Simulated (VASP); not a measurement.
BN (BN (F-43m)):

```
B N
1.0
     0.00000    1.81206    1.81206
     1.81206    0.00000    1.81206
     1.81206    1.81206    0.00000
B N
1 1
Direct
  0.00000 0.00000 0.00000
  0.25000 0.25000 0.25000
```

Base run:

```yaml
Program: VASP 6.6.1
Functional: PBE
Potentials_or_basis: VASP PAW PBE potentials, release 64 (B, N)
Cutoff: 600 eV
k_mesh: 8 × 8 × 8
Occupations: fermi-dirac, width 0.01 eV
Spin: no spin polarisation
```

Its results: band gap on the k mesh 4.45 eV, indirect (least direct gap 8.78 eV); pressure 0.2 GPa.

Problem. After a change of settings the same cell gave: band gap on the k mesh 5.76 eV, indirect (least direct gap 10.51 eV); pressure -8.5 GPa. Which change was it?
A. functional from PBE to HSE06; cutoff from 600 eV to 520 eV
B. functional from PBE to r2SCAN; cutoff from 600 eV to 660 eV; k mesh from 8 × 8 × 8 to 13 × 13 × 13
C. k mesh from 8 × 8 × 8 to 13 × 13 × 13; occupations from fermi-dirac, width 0.01 eV to gaussian, width 0.01 eV

Solution. A.

HSE06 gives the wider gap, since exact exchange removes part of the self-interaction.

Caveats: the PAW data sets were made with another functional, which shifts forces and pressure a little (some runs).
